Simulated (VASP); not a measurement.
# TaAs (I4_1md) in VASP: further runs

TaAs is run at these levels: PBE; tasks: single point.

Program: VASP 6.6.1. These are calculated values, not measurements. Logs are shortened: lines on timing, memory, paths and dates and some standing lists are left out, and cuts for length are marked.

### 1 The cell of the first run

It takes space group I4_1md (No. 109, tetragonal). Conventional cell: a = 3.444 Å, b = 3.444 Å, c = 11.736 Å, α = 90.00°, β = 90.00°, γ = 90.00°. Within 3.5 Å of Ta (site symmetry 2mm) lie 6 As at 2.61 to 2.62 Å and 8 Ta at 3.40 to 3.44 Å. Within 3.5 Å of As (site symmetry 2mm) lie 6 Ta at 2.61 to 2.62 Å and 8 As at 3.40 to 3.44 Å.

### 2 Single point, PBE

INCAR reads:

```
PREC     = Accurate       # precision mode
ENCUT    = 520            # plane-wave cutoff, eV
EDIFF    = 1E-6           # SCF threshold, eV
ISMEAR   = 0              # smearing method
SIGMA    = 0.05           # smearing width, eV
LREAL    = F              # projectors in reciprocal space
LASPH    = T              # aspherical terms in the spheres
NELM     = 80             # most SCF steps
ALGO     = Normal         # electronic algorithm
ISIF     = 2              # what is computed and relaxed
LWAVE    = F              # write WAVECAR
LCHARG   = F              # write CHGCAR
GGA      = PE             # functional
NBANDS   = 24             # bands
```

KPOINTS reads:

```
regular mesh
0
Gamma
  16 16 16
```

POSCAR reads:

```
TaAs
1.0
   -1.7218133622      1.7218133622      5.8679415361
    1.7218133622     -1.7218133622      5.8679415361
    1.7218133622      1.7218133622     -5.8679415361
Ta As
2 2
Direct
    0.5000500665      1.0000500665      0.5000000000
    0.7500500665      0.7500500665      0.0000000000
    0.0825493535      0.5825493535      0.5000000000
    0.3325493535      0.3325493535      0.0000000000
```

Potentials or basis: VASP PAW PBE potentials, release 64 (Ta_pv, As).

Started as:

```bash
> cat potpaw_PBE.64/Ta_pv/POTCAR potpaw_PBE.64/As/POTCAR > POTCAR
> mpirun -np 1 vasp_std > vasp.out
```

OUTCAR:

```text
PREC = Accurate
   ENCUT = 520
   EDIFF = 1E-6
   ISMEAR = 0
   LREAL = F
   LASPH = T
   NELM = 80
   ISIF = 2
   GGA = PE

 ion  position               nearest neighbor table
   1  0.500  0.000  0.500-   4 2.61   4 2.61   3 2.62   3 2.62   3 2.62   3 2.62   2 3.40   2 3.40
                             2 3.40   2 3.40
   2  0.750  0.750  0.000-   3 2.61   3 2.61   4 2.62   4 2.62   4 2.62   4 2.62   1 3.40   1 3.40
                             1 3.40   1 3.40
   3  0.083  0.583  0.500-   2 2.61   2 2.61   1 2.62   1 2.62   1 2.62   1 2.62
   4  0.333  0.333  0.000-   1 2.61   1 2.61   2 2.62   2 2.62   2 2.62   2 2.62

  LATTYP: Found a body centered tetragonal cell.
 ALAT       =     3.4436267244
 C/A-ratio  =     3.4080009279

  Lattice vectors:

 A1 = (  -1.7218133622,   1.7218133622,   5.8679415361)
 A2 = (   1.7218133622,  -1.7218133622,   5.8679415361)
 A3 = (   1.7218133622,   1.7218133622,  -5.8679415361)

Analysis of symmetry for initial positions (statically):
=====================================================================
 Subroutine PRICEL returns:
 Original cell was already a primitive cell.

 Routine SETGRP: Setting up the symmetry group for a
 body centered tetragonal supercell.

 Subroutine GETGRP returns: Found  8 space group operations
 (whereof  4 operations were pure point group operations)
 out of a pool of 16 trial point group operations.

The static configuration has the point symmetry C_2v.
 The point group associated with its full space group is C_4v.

Analysis of symmetry for dynamics (positions and initial velocities):
=====================================================================
 Subroutine PRICEL returns:
 Original cell was already a primitive cell.

 Routine SETGRP: Setting up the symmetry group for a
 body centered tetragonal supercell.

 Subroutine GETGRP returns: Found  8 space group operations
 (whereof  4 operations were pure point group operations)
 out of a pool of 16 trial point group operations.

The dynamic configuration has the point symmetry C_2v.
 The point group associated with its full space group is C_4v.

 Subroutine INISYM returns: Found  8 space group operations
 (whereof  4 operations are pure point group operations),
 and found     1 'primitive' translations

----------------------------------------------------------------------------------------

                                     Primitive cell

  volume of cell :      69.5854

  direct lattice vectors                    reciprocal lattice vectors
    -1.721813362  1.721813362  5.867941536     0.000000000  0.290391520  0.085208756
     1.721813362 -1.721813362  5.867941536     0.290391520  0.000000000  0.085208756
     1.721813362  1.721813362 -5.867941536     0.290391520  0.290391520  0.000000000

  length of vectors
     6.353111079  6.353111079  6.353111079     0.302634709  0.302634709  0.410675626

  position of ions in fractional coordinates (direct lattice)
     0.500050067  0.000050067  0.500000000
     0.750050067  0.750050067  0.000000000
     0.082549353  0.582549353  0.500000000
     0.332549353  0.332549353  0.000000000

  ion indices of the primitive-cell ions
   primitive index   ion index
                 1           1
                 2           2
                 3           3
                 4           4

----------------------------------------------------------------------------------------

 KPOINTS: regular mesh

Automatic generation of k-mesh.
 Grid dimensions read from file:
 generate k-points for:   16   16   16

 Generating k-lattice:

  Cartesian coordinates                     Fractional coordinates (reciprocal lattice)
     0.000000000  0.018149470  0.005325547     0.062500000  0.000000000  0.000000000
     0.018149470  0.000000000  0.005325547     0.000000000  0.062500000  0.000000000
     0.018149470  0.018149470  0.000000000     0.000000000  0.000000000  0.062500000

  Length of vectors
     0.018914669  0.018914669  0.025667227

  Shift w.r.t. Gamma in fractional coordinates (k-lattice)
     0.000000000  0.000000000  0.000000000

 Subroutine IBZKPT returns following result:
 ===========================================

 Found    349 irreducible k-points:

 Following reciprocal coordinates:
            Coordinates               Weight
  0.000000  0.000000  0.000000      1.000000
  0.062500  0.000000 -0.000000      8.000000
  0.125000  0.000000 -0.000000      8.000000
  0.187500  0.000000  0.000000      8.000000
  0.250000  0.000000 -0.000000      8.000000
  0.312500  0.000000 -0.000000      8.000000
[... 16 lines left out ...]
 -0.125000  0.062500  0.000000     16.000000
 -0.062500  0.062500  0.000000      4.000000
 [... further k-points ...]
   k-points           NKPTS =    349   k-points in BZ     NKDIM =    349   number of bands    NBANDS=     24
   number of dos      NEDOS =    301   number of ions     NIONS =      4
   total plane-waves  NPLWV = 110592
   dimension x,y,z NGX =    48 NGY =   48 NGZ =   48
   dimension x,y,z NGXF=    96 NGYF=   96 NGZF=   96
   ions per type =               2   2
   NGX,Y,Z   is equivalent  to a cutoff of  12.56, 12.56, 12.56 a.u.
   NGXF,Y,Z  is equivalent  to a cutoff of  25.12, 25.12, 25.12 a.u.
 SYSTEM =  unknown system
   PREC   = accura    normal or accurate (medium, high low for compatibility)
   ISTART =      0    job   : 0-new  1-cont  2-samecut
   ICHARG =      2    charge: 1-file 2-atom 10-const
   ISPIN  =      1    spin polarized calculation?
   LNONCOLLINEAR =      F non collinear calculations
   LSORBIT =      F    spin-orbit coupling
   LASPH  =      T    aspherical Exc in radial PAW
   ENCUT  =  520.0 eV  38.22 Ry    6.18 a.u.  11.81 11.81 11.81*2*pi/ulx,y,z
   NELM   =     80;   NELMIN=  2; NELMDL= -5     # of ELM steps
   EDIFF  = 0.1E-05   stopping-criterion for ELM
   LREAL  =      F    real-space projection
   EDIFFG = 0.1E-04   stopping-criterion for IOM
   NSW    =      0    number of steps for IOM
   IBRION =     -1    ionic relax: 0-MD 1-quasi-New 2-CG
   NFREE  =      0    steps in history (QN), initial steepest desc. (CG)
   ISIF   =      2    stress and relaxation
   ISYM   =      2    0-nonsym 1-usesym 2-fastsym
   POTIM  = 0.5000    time-step for ionic-motion
   TEBEG  =    0.0;   TEEND  =   0.0 temperature during run
   PSTRESS=    0.0 pullay stress
   NELECT =      32.0000    total number of electrons
   NUPDOWN=      -1.0000    fix difference up-down
   EMIN   =  10.00;   EMAX   =-10.00  energy-range for DOS
   EFERMI =   0.00;   METHOD = LEGACY
   ISMEAR =     0;   SIGMA  =   0.05  broadening in eV -4-tet -1-fermi 0-gaus
   EFERMI_NEDOS =   21; number of points for ismear=-14 and -15
   IALGO  =     38    algorithm
   IMIX   =      4    mixing-type and parameters
     AMIX     =   0.40;   BMIX     =  1.00
     AMIX_MAG =   1.60;   BMIX_MAG =  1.00
  volume/ion in A,a.u.               =      17.40       117.40
  Fermi-wavevector in a.u.,A,eV,Ry     =   1.263627  2.387909 21.725142  1.596753
  Thomas-Fermi vector in A             =   2.396974
   LORBIT       =      0    0 simple, 1 ext, 2 COOP (PROOUT), +10 PAW based schemes
   GGA     = PE    functional components
   LHFCALC =     F    Hartree Fock is set to
   AEXX    =    0.0000 exact exchange contribution
   IVDW    =     0    specifies the selected vdW correction
   LEPSILON=     F    determine dielectric tensor
   LRPA    =     F    only Hartree local field effects (RPA)
 non-spin polarized calculation
 Gauss-broadening in eV      SIGMA  =   0.05
  energy-cutoff  :      520.00
  volume of cell :       69.59
 maximum number of plane-waves:      1902
   NGX = 23   NGY = 23   NGZ = 23

 number of electron      32.0000002 magnetization

 Free energy of the ion-electron system (eV)
  ---------------------------------------------------
  ext. energy  EPLUGINS =         0.00000000
  ---------------------------------------------------
  free energy    TOTEN  =       -35.10851312 eV

  energy without entropy =      -35.10804458  energy(sigma->0) =      -35.10827885

 E-fermi :   6.9898     XC(G=0): -11.9088

 val. band max:        6.9871333328   @ k =  -0.2500   0.2500   0.2500
 cond. band min:       6.9936675720   @ k =  -0.3125   0.4375   0.3125
 fundamental gap:      0.0065342392
 Fermi energy:         6.9897938670

 k-point     1 :       0.0000    0.0000    0.0000
  band No.  band energies     occupation
      1     -28.0079      2.00000
      2     -27.9640      2.00000
      3     -27.9640      2.00000
      4     -27.8175      2.00000
      5     -27.8175      2.00000
      6     -27.7718      2.00000
[... 16 lines left out ...]
     23      11.0679      0.00000
     24      11.0679      0.00000

 k-point     2 :       0.0625    0.0000   -0.0000
  band No.  band energies     occupation
      1     -28.0064      2.00000
      2     -27.9695      2.00000
      3     -27.9634      2.00000
      4     -27.8236      2.00000
      5     -27.8168      2.00000
      6     -27.7723      2.00000
[... 16 lines left out ...]
     23      10.7098      0.00000
     24      11.2610      0.00000

 k-point     3 :       0.1250    0.0000   -0.0000
  band No.  band energies     occupation
      1     -28.0055      2.00000
      2     -27.9816      2.00000
      3     -27.9618      2.00000
      4     -27.8403      2.00000
      5     -27.8149      2.00000
      6     -27.7742      2.00000
[... 16 lines left out ...]
     23      10.9086      0.00000
     24      11.7539      0.00000
[... 514 lines left out ...]
 k-point    23 :      -0.1250    0.0625    0.0000
  band No.  band energies     occupation
      1     -28.0056      2.00000
      2     -27.9819      2.00000
      3     -27.9667      2.00000
      4     -27.8398      2.00000
      5     -27.8209      2.00000
      6     -27.7724      2.00000
[... 16 lines left out ...]
     23      11.1355      0.00000
     24      11.4148      0.00000

 k-point    24 :      -0.0625    0.0625    0.0000
  band No.  band energies     occupation
      1     -28.0059      2.00000
      2     -27.9701      2.00000
      3     -27.9677      2.00000
      4     -27.8237      2.00000
      5     -27.8222      2.00000
      6     -27.7716      2.00000
[... 16 lines left out ...]
     23      10.8947      0.00000
     24      10.9533      0.00000

 [... further k-points ...]

------------------------ aborting loop because EDIFF is reached ----------------------------------------

  FORCE on cell =-STRESS in cart. coord.  units (eV):
  Direction    XX          YY          ZZ          XY          YZ          ZX
  --------------------------------------------------------------------------------------
  -------------------------------------------------------------------------------------
  Total        1.3006577      1.3006577      0.7506950      0.0000000      0.0000000      0.0000000
  in kB       29.9471629     29.9471629     17.2844741      0.0000000      0.0000000      0.0000000
  external PRESSURE =      25.7262667 kB  Pullay stress =       0.0000000 kB

 VOLUME and BASIS-vectors are now :
 -----------------------------------------------------------------------------
  energy-cutoff  :      520.00
  volume of cell :       69.59
      direct lattice vectors                 reciprocal lattice vectors
    -1.721813362  1.721813362  5.867941536     0.000000000  0.290391520  0.085208756
     1.721813362 -1.721813362  5.867941536     0.290391520  0.000000000  0.085208756
     1.721813362  1.721813362 -5.867941536     0.290391520  0.290391520  0.000000000

 POSITION                                       TOTAL-FORCE (eV/Angst)
 -----------------------------------------------------------------------------------
      0.00000      1.72181      0.00059        -0.000000     -0.000000      0.001753
      0.00000      0.00000      8.80250         0.000000      0.000000      0.001753
      1.72181      0.00000      0.96879         0.000000      0.000000     -0.001753
      0.00000      0.00000      3.90276        -0.000000     -0.000000     -0.001753
 -----------------------------------------------------------------------------------
    total drift:                                0.000000      0.000000      0.000206

  FREE ENERGIE OF THE ION-ELECTRON SYSTEM (eV)
  ---------------------------------------------------
  free  energy   TOTEN  =       -35.1085131180 eV

  energy  without entropy=      -35.1080445768  energy(sigma->0) =      -35.10827885
```

It took 32 min on 1 thread of Intel Xeon 8259CL, shared host; peak memory 0.72 GiB.

Results:

- Free energy: -35.1085 eV
- Pressure: 2.6 GPa
- Band gap on the k mesh: zero (bands 16 and 17 overlap by 0.07 eV)

Caveat: spin-orbit coupling is left out, which moves the levels of the heavy elements.

### 3 Single point, PBE

This run uses another cell than the first one, of 17.59 Å³/atom.

INCAR reads:

```
PREC = Accurate ; ENCUT = 520
EDIFF = 1E-6 ; ISMEAR = 0
SIGMA = 0.05 ; LREAL = False
LASPH = True ; NELM = 100
ALGO = Normal ; ISIF = 2
LWAVE = False ; LCHARG = False
GGA = PE ; NBANDS = 24
```

KPOINTS is that of step 2.

POSCAR reads:

```
TaAs
1.0
   -1.7313530363      1.7313530363      5.8680878891
    1.7313530363     -1.7313530363      5.8680878891
    1.7313530363      1.7313530363     -5.8680878891
Ta As
2 2
Direct
    0.5001693820      1.0001693820      0.5000000000
    0.7501693820      0.7501693820      0.0000000000
    0.0824300380      0.5824300380      0.5000000000
    0.3324300380      0.3324300380      0.0000000000
```

Potentials or basis: VASP PAW PBE potentials, release 64 (Ta_pv, As).

Started as:

```bash
> cat potpaw_PBE.64/Ta_pv/POTCAR potpaw_PBE.64/As/POTCAR > POTCAR
> mpirun -np 1 vasp_std > vasp.out
```

It took 31 min on 1 thread of Intel Xeon 8259CL, shared host; peak memory 0.72 GiB.

Results (log left out):

```
Free energy            : -35.1170 eV
Pressure               : 0.4 GPa
Band gap on the k mesh : zero (bands 16 and 17 overlap by 0.06 eV)
```

Forces on the atoms (eV/Å):
```
Ta   0.000  0.000  0.002
Ta   0.000  0.000  0.002
As   0.000  0.000 -0.002
As   0.000  0.000 -0.002
```

Stress tensor (GPa, compression positive):
```
0.47 0.00 0.00
0.00 0.47 0.00
0.00 0.00 0.35
```

Levels at points of the mesh, in eV from the Fermi level:
```tsv
k point	band 12	band 13	band 14	band 15	band 16	band 17	band 18	band 19	band 20	band 21
(0.00, 0.00, 0.00)	-2.47	-2.32	-1.91	-1.64	-1.64	0.87	1.53	2.31	3.02	3.02
(0.50, 0.00, 0.00)	-3.42	-2.44	-2.30	-1.54	-0.26	0.11	1.35	2.22	2.40	2.98
(0.50, 0.50, 0.00)	-5.04	-3.17	-3.17	-1.13	-1.13	2.73	2.73	3.01	3.01	3.73
(0.50, 0.50, 0.50)	-2.87	-2.76	-2.76	-0.96	-0.96	1.18	1.18	2.26	2.26	3.02
```

Caveat: spin-orbit coupling is left out, which moves the levels of the heavy elements.
